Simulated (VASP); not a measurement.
# CaO (Fm-3m) in VASP: notebook

The runs below take CaO through dielectric tensor, with r2SCAN.

Program: VASP 6.6.1. These are calculated values, not measurements. Logs are shortened: lines on timing, memory, paths and dates and some standing lists are left out, and cuts for length are marked.

### Step 1. The cell of the first run

The structure is cubic, space group Fm-3m (No. 225). The conventional cell has a = 4.843 Å, b = 4.843 Å, c = 4.843 Å, α = 90.00°, β = 90.00°, γ = 90.00°. Ca (site symmetry m-3m) has 6 O at 2.42 Å within 3.2 Å. O (site symmetry m-3m) has 6 Ca at 2.42 Å within 3.2 Å.

### Step 2. Dielectric tensor, r2SCAN (strain +1.0%)

INCAR reads:

```
SYSTEM = CaO
PREC = Accurate
ENCUT = 520
EDIFF = 1E-8
ISMEAR = 0
SIGMA = 0.01
LREAL = .False.
LASPH = .True.
NELM = 60
ALGO = Normal
ISIF = 2
LWAVE = .False.
LCHARG = .False.
METAGGA = R2SCAN
LMIXTAU = .True.
LCALCEPS = .True.
```

KPOINTS reads:

```
Automatic mesh
0
Gamma
  8 8 8
  0 0 0
```

POSCAR reads:

```
CaO
1.0
    0.0000000000      2.4215256147      2.4215256147
    2.4215256147      0.0000000000      2.4215256147
    2.4215256147      2.4215256147      0.0000000000
Ca O
1 1
Direct
    0.0000000000      0.0000000000      0.0000000000
    0.5000000000      0.5000000000      0.5000000000
```

Potentials or basis: VASP PAW PBE potentials, release 64 (Ca_sv, O).

On the command line:

```
$ cat potpaw_PBE.64/Ca_sv/POTCAR potpaw_PBE.64/O/POTCAR > POTCAR
$ mpirun -np 1 vasp_std > vasp.out
```

OUTCAR:

```text
SYSTEM = CaO
   PREC = Accurate
   ENCUT = 520
   EDIFF = 1E-8
   ISMEAR = 0
   LREAL = .False.
   LASPH = .True.
   NELM = 60
   ISIF = 2
   METAGGA = R2SCAN

 ion  position               nearest neighbor table
   1  0.000  0.000  0.000-   2 2.42   2 2.42   2 2.42   2 2.42   2 2.42   2 2.42
   2  0.500  0.500  0.500-   1 2.42   1 2.42   1 2.42   1 2.42   1 2.42   1 2.42

  LATTYP: Found a face centered cubic cell.
 ALAT       =     4.8430512294

  Lattice vectors:

 A1 = (   0.0000000000,   2.4215256147,   2.4215256147)
 A2 = (   2.4215256147,   0.0000000000,   2.4215256147)
 A3 = (   2.4215256147,   2.4215256147,   0.0000000000)

Analysis of symmetry for initial positions (statically):
=====================================================================
 Subroutine PRICEL returns:
 Original cell was already a primitive cell.

 Routine SETGRP: Setting up the symmetry group for a
 face centered cubic supercell.

 Subroutine GETGRP returns: Found 48 space group operations
 (whereof 48 operations were pure point group operations)
 out of a pool of 48 trial point group operations.

The static configuration has the point symmetry O_h .

Analysis of symmetry for dynamics (positions and initial velocities):
=====================================================================
 Subroutine PRICEL returns:
 Original cell was already a primitive cell.

 Routine SETGRP: Setting up the symmetry group for a
 face centered cubic supercell.

 Subroutine GETGRP returns: Found 48 space group operations
 (whereof 48 operations were pure point group operations)
 out of a pool of 48 trial point group operations.

The dynamic configuration has the point symmetry O_h .

 Subroutine INISYM returns: Found 48 space group operations
 (whereof 48 operations are pure point group operations),
 and found     1 'primitive' translations

----------------------------------------------------------------------------------------

                                     Primitive cell

  volume of cell :      28.3986

  direct lattice vectors                    reciprocal lattice vectors
     0.000000000  2.421525615  2.421525615    -0.206481400  0.206481400  0.206481400
     2.421525615  0.000000000  2.421525615     0.206481400 -0.206481400  0.206481400
[... 141 lines left out ...]
 fundamental gap:   9998.1108326360
 Fermi energy:         2.0164182126

 k-point     1 :       0.0000    0.0000    0.0000
  band No.  band energies     occupation
      1     -37.2649      2.00000
      2     -17.1721      2.00000
      3     -17.1721      2.00000
      4     -17.1720      2.00000
      5     -14.5406      2.00000
      6       1.8891      2.00000
      7       1.8891      2.00000
      8       1.8892      2.00000
      9   10000.0000      0.00000
     10   10000.0000      0.00000
     11   10000.0000      0.00000
     12   10000.0000      0.00000
[... 331 lines left out ...]
 k-point    24 :      -0.3750    0.2500    0.1250
  band No.  band energies     occupation
      1     -37.1595      2.00000
      2     -18.0422      2.00000
      3     -17.3893      2.00000
      4     -17.2867      2.00000
      5     -13.6394      2.00000
      6      -0.1002      2.00000
      7       0.7931      2.00000
      8       0.8692      2.00000
      9   10000.0000      0.00000
     10   10000.0000      0.00000
     11   10000.0000      0.00000
     12   10000.0000      0.00000

 [... further k-points ...]

------------------------ aborting loop because EDIFF is reached ----------------------------------------

            Ionic dipole moment: p[ion]=(   -14.52915   -14.52915   -14.52915 ) |e| Angst

 Total electronic dipole moment: p[elc]=(    -0.00000    -0.00000     0.00390 ) |e| Angst

 MACROSCOPIC STATIC DIELECTRIC TENSOR (including local field effects)
 ------------------------------------------------------
           3.484334    -0.000000     0.000000
           0.000000     3.484334    -0.000000
           0.000000    -0.000000     3.484334
 ------------------------------------------------------

 PIEZOELECTRIC TENSOR (including local field effects) (e Angst)
          XX          YY          ZZ          XY          YZ          ZX
  --------------------------------------------------------------------------------
  x     0.00000     0.00000     0.00000     0.00000     0.00000     0.00000
  y     0.00000     0.00000     0.00000     0.00000     0.00000     0.00000
  z     0.00000     0.00000     0.00000     0.00000     0.00000     0.00000

 PIEZOELECTRIC TENSOR (including local field effects) (C/m^2)
          XX          YY          ZZ          XY          YZ          ZX
  --------------------------------------------------------------------------------
  x     0.00000     0.00000     0.00000     0.00000     0.00000     0.00000
  y     0.00000     0.00000     0.00000     0.00000     0.00000     0.00000
  z     0.00000     0.00000     0.00000     0.00000     0.00000     0.00000

 BORN EFFECTIVE CHARGES (including local field effects) (in |e|, cummulative output)
 ---------------------------------------------------------------------------------
 ion    1
    1     2.30817    -0.00000    -0.00000
    2     0.00000     2.30817    -0.00000
    3    -0.00000     0.00000     2.30817
 ion    2
    1    -2.30817     0.00000     0.00000
    2    -0.00000    -2.30817     0.00000
    3     0.00000    -0.00000    -2.30817

  FORCE on cell =-STRESS in cart. coord.  units (eV):
  Direction    XX          YY          ZZ          XY          YZ          ZX
  --------------------------------------------------------------------------------------
  -------------------------------------------------------------------------------------
  Total       -0.4147883     -0.4147883     -0.4147883      0.0000000      0.0000000      0.0000000
  in kB      -23.4012972    -23.4012972    -23.4012972      0.0000000      0.0000000      0.0000000
  external PRESSURE =     -23.4012972 kB  Pullay stress =       0.0000000 kB

 VOLUME and BASIS-vectors are now :
 -----------------------------------------------------------------------------
  energy-cutoff  :      520.00
  volume of cell :       28.40
      direct lattice vectors                 reciprocal lattice vectors
     0.000000000  2.421525615  2.421525615    -0.206481400  0.206481400  0.206481400
     2.421525615  0.000000000  2.421525615     0.206481400 -0.206481400  0.206481400
     2.421525615  2.421525615  0.000000000     0.206481400  0.206481400 -0.206481400

 POSITION                                       TOTAL-FORCE (eV/Angst)
 -----------------------------------------------------------------------------------
      0.00000      0.00000      0.00000         0.000000      0.000000      0.000000
      2.42153      2.42153      2.42153        -0.000000     -0.000000     -0.000000
 -----------------------------------------------------------------------------------
    total drift:                                0.000000      0.000000      0.000000

  FREE ENERGIE OF THE ION-ELECTRON SYSTEM (eV)
  ---------------------------------------------------
  free  energy   TOTEN  =       -19.4504380593 eV

  energy  without entropy=      -19.4504380593  energy(sigma->0) =      -19.45043806
```

OSZICAR:

```text
N       E                     dE             d eps       ncg     rms          rms(c)
DAV:   1     0.124673280334E+03    0.12467E+03   -0.88033E+03   696   0.137E+03
DAV:   2    -0.180278771893E+02   -0.14270E+03   -0.13570E+03   764   0.351E+02
DAV:   3    -0.249958700904E+02   -0.69680E+01   -0.69040E+01   928   0.796E+01
[... 12 lines left out ...]
DMP:  11    -0.194504379655E+02   -0.45481E-07   -0.41312E-07  1800   0.590E-07   0.852E-07
DMP:  12    -0.194504380003E+02   -0.34741E-07   -0.29200E-07  1800   0.365E-07   0.702E-07
DMP:  13    -0.194504380249E+02   -0.24646E-07   -0.18946E-07  1800   0.216E-07   0.497E-07
DMP:  14    -0.194504380411E+02   -0.16174E-07   -0.12397E-07  1800   0.137E-07   0.334E-07
DMP:  15    -0.194504380519E+02   -0.10821E-07   -0.82799E-08  1800   0.888E-08   0.228E-07
DMP:  16    -0.194504380593E+02   -0.73530E-08   -0.56665E-08  1800   0.599E-08   0.157E-07
   1 F= -.19450438E+02 E0= -.19450438E+02  d E =-.150427E-74
```

Run time: 26 min. Hardware: 1 thread of Intel Xeon 6975P-C (Granite Rapids), shared host; peak memory 0.36 GiB.

Results:

| Property | Result |
| --- | --- |
| Band gap on the k mesh | 4.19 eV (least direct gap 4.57 eV) |
| Electronic dielectric tensor (diagonal) | 3.48 |
| Born charges (mean of the diagonal) | Ca +2.31; O -2.31 e |

Electronic dielectric tensor:
```
3.48 0.00 0.00
0.00 3.48 0.00
0.00 0.00 3.48
```

Born effective charge tensors (e):
atom 1, Ca
```
2.31 0.00 0.00
0.00 2.31 0.00
0.00 0.00 2.31
```
atom 2, O
```
-2.31  0.00  0.00
 0.00 -2.31  0.00
 0.00  0.00 -2.31
```

Dipole moments of the cell (e·Å, modulo the quantum): ionic -14.529, -14.529, -14.529; electronic 0.000, 0.000, 0.004

Caveat: the cell differs from its parent crystal (strain +1.0%); the PAW data sets were made with another functional, which shifts forces and pressure a little.

[end of part 1 of 2]

The gap in the log of VASP goes by the Fermi energy; the results here count the filled bands.